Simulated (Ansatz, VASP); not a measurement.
**One calculation of AlCu3, two programs**

```xyz
16
Lattice="-3.6319 3.6319 3.6319 3.6319 -3.6319 3.6319 3.6319 3.6319 -3.6319" Properties=species:S:1:pos:R:3 pbc="T T T"
Al    0.0000    3.6319    0.0000
Al    3.6319    0.0000    0.0000
Al    0.0000    0.0000    0.0000
Al    0.0000    0.0000    3.6319
Cu    1.8159    1.8159    3.6319
Cu    1.8159    1.8159    0.0000
Cu    1.8159   -1.8159    3.6319
Cu   -1.8159    1.8159    3.6319
Cu    1.8159    3.6319    1.8159
Cu    1.8159    3.6319   -1.8159
Cu    1.8159    0.0000    1.8159
Cu   -1.8159    3.6319    1.8159
Cu    0.0000    1.8159    1.8159
Cu    3.6319   -1.8159    1.8159
Cu    3.6319    1.8159   -1.8159
Cu    3.6319    1.8159    1.8159
```

Alike in both runs: functional PBEsol; k mesh 8 × 8 × 8; occupations gaussian, width 0.1 eV; no spin polarisation.

Ansatz relaxed the structure, and its values are those at the end. VASP's run is a single point on that final structure, the one shown.

```csv
,VASP,Ansatz
version,VASP 6.6.1,Ansatz 0.2.0
potentials or method,"VASP PAW PBE potentials, release 64 (Al, Cu), cutoff 520 eV","scalar-relativistic, plane waves, PAW"
valence electrons in the cell,144,240
```

```tsv
	VASP	Ansatz	Ansatz less VASP
gap on the k mesh at the Fermi level (eV)	none	none	-
pressure (GPa)	0.5	0.0	-0.54
```

VASP's potentials were made for PBE, not for PBEsol. A gap of «none» marks a metal or a gap that the smearing closes. VASP's potentials hold 144 valence electrons a cell and Ansatz's 240, so a difference there can come from the potentials and not from the codes.
